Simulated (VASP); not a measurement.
Input of a VASP 6.6.1 run:

INCAR

```
PREC     = Accurate       # precision mode
ENCUT    = 600            # plane-wave cutoff, eV
EDIFF    = 1E-6           # SCF threshold, eV
ISMEAR   = -1             # smearing method
SIGMA    = 0.02           # smearing width, eV
LREAL    = F              # projectors in reciprocal space
LASPH    = T              # aspherical terms in the spheres
NELM     = 120            # most SCF steps
ALGO     = Normal         # electronic algorithm
ISIF     = 2              # what is computed and relaxed
LWAVE    = F              # write WAVECAR
LCHARG   = F              # write CHGCAR
GGA      = PS             # functional
NBANDS   = 52             # bands
GGA_COMPAT= F
```

The input KPOINTS:

```
Automatic mesh
0
Gamma
  4 4 4
```

POSCAR

```
FeS2
1.0
    5.3238477267      0.0000000000      0.0000000000
    0.0000000000      5.3238477267      0.0000000000
    0.0000000000      0.0000000000      5.3238477267
Fe S
4 8
Direct
    0.0000000000      0.5000000000      0.5000000000
    0.5000000000      0.5000000000      0.0000000000
    0.5000000000      0.0000000000      0.5000000000
    0.0000000000      0.0000000000      0.0000000000
    0.3816789349      0.1183210651      0.8816789349
    0.1183210651      0.8816789349      0.3816789349
    0.8816789349      0.3816789349      0.1183210651
    0.6183210651      0.6183210651      0.6183210651
    0.3816789349      0.3816789349      0.3816789349
    0.1183210651      0.6183210651      0.8816789349
    0.8816789349      0.1183210651      0.6183210651
    0.6183210651      0.8816789349      0.1183210651
```

Potentials or basis: VASP PAW PBE potentials, release 64 (Fe, S).

The run is started by

```console
$ cat potpaw_PBE.64/Fe/POTCAR potpaw_PBE.64/S/POTCAR > POTCAR
$ mpirun -np 1 vasp_std > vasp.out
```

(1) Predict the band gap on the k mesh.

(2) What does it give for the pressure?

Results:

(1) 0.27 eV (least direct gap 0.32 eV).

(2) 0.5 GPa.

Caveat: the PAW data sets were made with another functional, which shifts forces and pressure a little.
